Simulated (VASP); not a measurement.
# Pd (Im-3m) in VASP: a series of runs, part 2 of 2

VASP 6.6.1. The steps go on from the part before.

### 3 Relaxation of cell and atoms, PBE

This run uses another cell than the first one, of 15.37 Å³/atom, 0.994 times its volume.

Input file INCAR:

```
SYSTEM = Pd
  ALGO = Normal
  EDIFF = 1E-7
  EDIFFG = -0.005
  ENCUT = 600
  GGA = PE
  IBRION = 2
  ISIF = 3
  ISMEAR = -1
  LASPH = .True.
  LCHARG = .False.
  LREAL = .False.
  LWAVE = .False.
  NELM = 100
  NSW = 60
  PREC = Accurate
  SIGMA = 0.08
```

Input file KPOINTS:

```
k-points
0
Gamma
  19 19 19
  0 0 0
```

Input file POSCAR:

```
Pd
1.0
   -1.5663547490      1.5663547490      1.5663547490
    1.5663547490     -1.5663547490      1.5663547490
    1.5663547490      1.5663547490     -1.5663547490
Pd
1
Direct
    0.0000000000      0.0000000000      0.0000000000
```

Potentials or basis: VASP PAW PBE potentials, release 64 (Pd).

Launch:

```console
cat potpaw_PBE.64/Pd/POTCAR > POTCAR
mpirun -np 1 vasp_std > vasp.out
```

OUTCAR:

```text
SYSTEM = Pd
   EDIFF = 1E-7
   EDIFFG = -0.005
   ENCUT = 600
   GGA = PE
   IBRION = 2
   ISIF = 3
   ISMEAR = -1
   LASPH = .True.
   LREAL = .False.
   NELM = 100
   NSW = 60
   PREC = Accurate

 ion  position               nearest neighbor table
   1  0.000  0.000  0.000-

  LATTYP: Found a body centered cubic cell.
 ALAT       =     3.1327094980

  Lattice vectors:

 A1 = (  -1.5663547490,   1.5663547490,   1.5663547490)
 A2 = (   1.5663547490,  -1.5663547490,   1.5663547490)
 A3 = (   1.5663547490,   1.5663547490,  -1.5663547490)

Analysis of symmetry for initial positions (statically):
=====================================================================
 Subroutine PRICEL returns:
 Original cell was already a primitive cell.

 Routine SETGRP: Setting up the symmetry group for a
 body centered cubic supercell.

 Subroutine GETGRP returns: Found 48 space group operations
[... 9 lines left out ...]

 Routine SETGRP: Setting up the symmetry group for a
 body centered cubic supercell.

 Subroutine GETGRP returns: Found 48 space group operations
[... 11 lines left out ...]
                                     Primitive cell

  volume of cell :      15.3720

  direct lattice vectors                    reciprocal lattice vectors
    -1.566354749  1.566354749  1.566354749     0.000000000  0.319212490  0.319212490
     1.566354749 -1.566354749  1.566354749     0.319212490  0.000000000  0.319212490
     1.566354749  1.566354749 -1.566354749     0.319212490  0.319212490  0.000000000

  length of vectors
     2.713006008  2.713006008  2.713006008     0.451434633  0.451434633  0.451434633

  position of ions in fractional coordinates (direct lattice)
     0.000000000  0.000000000  0.000000000

  ion indices of the primitive-cell ions
   primitive index   ion index
                 1           1

----------------------------------------------------------------------------------------

 KPOINTS: k-points

Automatic generation of k-mesh.
 Grid dimensions read from file:
 generate k-points for:   19   19   19

 Generating k-lattice:

  Cartesian coordinates                     Fractional coordinates (reciprocal lattice)
     0.000000000  0.016800657  0.016800657     0.052631579  0.000000000  0.000000000
     0.016800657  0.000000000  0.016800657     0.000000000  0.052631579  0.000000000
     0.016800657  0.016800657  0.000000000     0.000000000  0.000000000  0.052631579

  Length of vectors
     0.023759718  0.023759718  0.023759718

  Shift w.r.t. Gamma in fractional coordinates (k-lattice)
     0.000000000  0.000000000  0.000000000

 Subroutine IBZKPT returns following result:
 ===========================================

 Found    220 irreducible k-points:

 Following reciprocal coordinates:
            Coordinates               Weight
  0.000000  0.000000  0.000000      1.000000
  0.052632  0.000000  0.000000     12.000000
  0.105263  0.000000  0.000000     12.000000
  0.157895  0.000000  0.000000     12.000000
  0.210526  0.000000  0.000000     12.000000
  0.263158  0.000000  0.000000     12.000000
[... 16 lines left out ...]
  0.263158  0.105263  0.000000     48.000000
  0.315789  0.105263 -0.000000     48.000000
 [... further k-points ...]
   k-points           NKPTS =    220   k-points in BZ     NKDIM =    220   number of bands    NBANDS=      9
   number of dos      NEDOS =    301   number of ions     NIONS =      1
   total plane-waves  NPLWV =  13824
   dimension x,y,z NGX =    24 NGY =   24 NGZ =   24
   dimension x,y,z NGXF=    48 NGYF=   48 NGZF=   48
   ions per type =               1
   NGX,Y,Z   is equivalent  to a cutoff of  14.71, 14.71, 14.71 a.u.
   NGXF,Y,Z  is equivalent  to a cutoff of  29.41, 29.41, 29.41 a.u.
 SYSTEM =  Pd
   PREC   = accura    normal or accurate (medium, high low for compatibility)
   ISTART =      0    job   : 0-new  1-cont  2-samecut
   ICHARG =      2    charge: 1-file 2-atom 10-const
   ISPIN  =      1    spin polarized calculation?
   LNONCOLLINEAR =      F non collinear calculations
   LSORBIT =      F    spin-orbit coupling
   LASPH  =      T    aspherical Exc in radial PAW
   ENCUT  =  600.0 eV  44.10 Ry    6.64 a.u.   5.42  5.42  5.42*2*pi/ulx,y,z
   NELM   =    100;   NELMIN=  2; NELMDL= -5     # of ELM steps
   EDIFF  = 0.1E-06   stopping-criterion for ELM
   LREAL  =      F    real-space projection
   EDIFFG = -.5E-02   stopping-criterion for IOM
   NSW    =     60    number of steps for IOM
   IBRION =      2    ionic relax: 0-MD 1-quasi-New 2-CG
   NFREE  =      1    steps in history (QN), initial steepest desc. (CG)
   ISIF   =      3    stress and relaxation
   ISYM   =      2    0-nonsym 1-usesym 2-fastsym
   POTIM  = 0.5000    time-step for ionic-motion
   TEBEG  =    0.0;   TEEND  =   0.0 temperature during run
   PSTRESS=    0.0 pullay stress
   NELECT =      10.0000    total number of electrons
   NUPDOWN=      -1.0000    fix difference up-down
   EMIN   =  10.00;   EMAX   =-10.00  energy-range for DOS
   EFERMI =   0.00;   METHOD = LEGACY
   ISMEAR =    -1;   SIGMA  =   0.08  broadening in eV -4-tet -1-fermi 0-gaus
   EFERMI_NEDOS =   21; number of points for ismear=-14 and -15
   IALGO  =     38    algorithm
   IMIX   =      4    mixing-type and parameters
     AMIX     =   0.40;   BMIX     =  1.00
     AMIX_MAG =   1.60;   BMIX_MAG =  1.00
  volume/ion in A,a.u.               =      15.37       103.74
  Fermi-wavevector in a.u.,A,eV,Ry     =   1.418507  2.680589 27.377114  2.012161
  Thomas-Fermi vector in A             =   2.539625
   LORBIT       =      0    0 simple, 1 ext, 2 COOP (PROOUT), +10 PAW based schemes
   GGA     = PE    functional components
   LHFCALC =     F    Hartree Fock is set to
   AEXX    =    0.0000 exact exchange contribution
   IVDW    =     0    specifies the selected vdW correction
   LEPSILON=     F    determine dielectric tensor
   LRPA    =     F    only Hartree local field effects (RPA)
 conjugate gradient relaxation of ions
 non-spin polarized calculation
  energy-cutoff  :      600.00
  volume of cell :       15.37
 maximum number of plane-waves:       531
 NGX is ok and might be reduce to    24
   NGX = 11   NGY = 11   NGZ = 11

--------------------------------------- Ionic step        1  -------------------------------------------

 number of electron      10.0000003 magnetization

 Free energy of the ion-electron system (eV)
  ---------------------------------------------------
  ext. energy  EPLUGINS =         0.00000000
  ---------------------------------------------------
  free energy    TOTEN  =        -5.18591909 eV

  energy without entropy =       -5.15699177  energy(sigma->0) =       -5.17145543

------------------------ aborting loop because EDIFF is reached ----------------------------------------

  FORCE on cell =-STRESS in cart. coord.  units (eV):
  Direction    XX          YY          ZZ          XY          YZ          ZX
  --------------------------------------------------------------------------------------
  -------------------------------------------------------------------------------------
  Total        0.0650814      0.0650814      0.0650814     -0.0000000     -0.0000000      0.0000000
  in kB        6.7832365      6.7832365      6.7832365     -0.0000000     -0.0000000      0.0000000
  external PRESSURE =       6.7832365 kB  Pullay stress =       0.0000000 kB
[... 55 lines left out ...]
  energy  without entropy=       -5.1565443969  energy(sigma->0) =       -5.17118270

--------------------------------------- Ionic step        3  -------------------------------------------

 number of electron      10.0000003 magnetization

 Free energy of the ion-electron system (eV)
  ---------------------------------------------------
  ext. energy  EPLUGINS =         0.00000000
  ---------------------------------------------------
  free energy    TOTEN  =        -5.18604779 eV

  energy without entropy =       -5.15697213  energy(sigma->0) =       -5.17150996

 E-fermi :   9.0433     XC(G=0): -12.8981

 val. band max:        9.0421043162   @ k =  -0.2632   0.2632   0.1579
 cond. band min:       9.0466768393   @ k =  -0.2105   0.2105   0.2105
 fundamental gap:      0.0045725231
 Fermi energy:         9.0432916081

 k-point     1 :       0.0000    0.0000    0.0000
  band No.  band energies     occupation
      1       2.2513      2.00000
      2       6.2815      2.00000
      3       6.2815      2.00000
      4       6.2815      2.00000
      5       8.1441      1.99997
      6       8.1441      1.99997
      7      28.3266      0.00000
      8      28.3266      0.00000
      9      28.3266      0.00000
[... 265 lines left out ...]
 k-point    24 :       0.3158    0.1053   -0.0000
  band No.  band energies     occupation
      1       4.4483      2.00000
      2       5.3862      2.00000
      3       7.2948      2.00000
      4       7.9482      2.00000
      5       8.4821      1.99821
      6      10.0105      0.00001
      7      19.7667      0.00000
      8      24.2797      0.00000
      9      26.7863      0.00000

 [... further k-points ...]
[... 5 lines left out ...]
  --------------------------------------------------------------------------------------
  -------------------------------------------------------------------------------------
  Total       -0.0004872     -0.0004872     -0.0004872      0.0000000     -0.0000000      0.0000000
  in kB       -0.0505718     -0.0505718     -0.0505718      0.0000000     -0.0000000      0.0000000
  external PRESSURE =      -0.0505718 kB  Pullay stress =       0.0000000 kB
[... 16 lines left out ...]
  FREE ENERGIE OF THE ION-ELECTRON SYSTEM (eV)
  ---------------------------------------------------
  free  energy   TOTEN  =        -5.1860477867 eV

  energy  without entropy=       -5.1569721283  energy(sigma->0) =       -5.17150996

 reached required accuracy - stopping structural energy minimisation
```

OSZICAR:

```text
N       E                     dE             d eps       ncg     rms          rms(c)
DAV:   1     0.436643953391E+02    0.43664E+02   -0.57997E+03  3992   0.117E+03
DAV:   2    -0.503297578925E+01   -0.48697E+02   -0.47239E+02  4257   0.205E+02
[... 19 lines left out ...]
   2 F= -.51858210E+01 E0= -.51711827E+01  d E =0.980826E-04
       N       E                     dE             d eps       ncg     rms          rms(c)
DAV:   1    -0.518985151977E+01   -0.40305E-02   -0.74731E-02  3987   0.307E+00    0.413E-01
DAV:   2    -0.518604215152E+01    0.38094E-02   -0.20164E-02  3987   0.129E+00    0.989E-02
DAV:   3    -0.518603660693E+01    0.55446E-05   -0.65047E-05  4357   0.702E-02    0.601E-02
DAV:   4    -0.518604780204E+01   -0.11195E-04   -0.39000E-05  4198   0.530E-02    0.406E-03
DAV:   5    -0.518604778673E+01    0.15302E-07   -0.23221E-07  4323   0.466E-03
   3 F= -.51860478E+01 E0= -.51715100E+01  d E =-.128696E-03
```

Wall time 1.8 min (1 thread of AMD EPYC, shared host); peak memory 0.14 GiB.

Results:

* Free energy: -5.1860 eV
* Relaxed volume: 15.43 Å³/atom
* Relaxed cell: a = 2.717 Å, b = 2.717 Å, c = 2.717 Å, α = 109.47°, β = 109.47°, γ = 109.47°
* Space group after relaxing (to 0.05 Å): Im-3m (No. 229)
* Energy gained by relaxing: 0.1 meV/atom
* Ionic steps: 3
* Pressure after relaxing: 0.0 GPa
* Band gap on the k mesh: zero (band 5 reaches 9.57 eV, above the bottom of band 6 at 8.06 eV)

The path:
| step | energy change (eV) | largest force (eV/Å) | pressure (GPa) | volume (Å³) |
| --- | --- | --- | --- | --- |
| 1 | 0.0000 | 0.0000 | 0.68 | 15.37 |
| 2 | 0.0001 | 0.0000 | -0.86 | 15.52 |
| 3 | -0.0001 | 0.0000 | -0.01 | 15.43 |

Final structure:
```
Pd
1.0
    -1.56845    1.56845    1.56845
     1.56845   -1.56845    1.56845
     1.56845    1.56845   -1.56845
Pd
1
Cartesian
  0.0000 0.0000 0.0000
```

Levels at points of the mesh, in eV from the Fermi level:
| k point | band 2 | band 3 | band 4 | band 5 | band 6 | band 7 | band 8 | band 9 |
| --- | --- | --- | --- | --- | --- | --- | --- | --- |
| (0.00, 0.00, 0.00) | -2.76 | -2.76 | -2.76 | -0.90 | -0.90 | 19.28 | 19.28 | 19.28 |
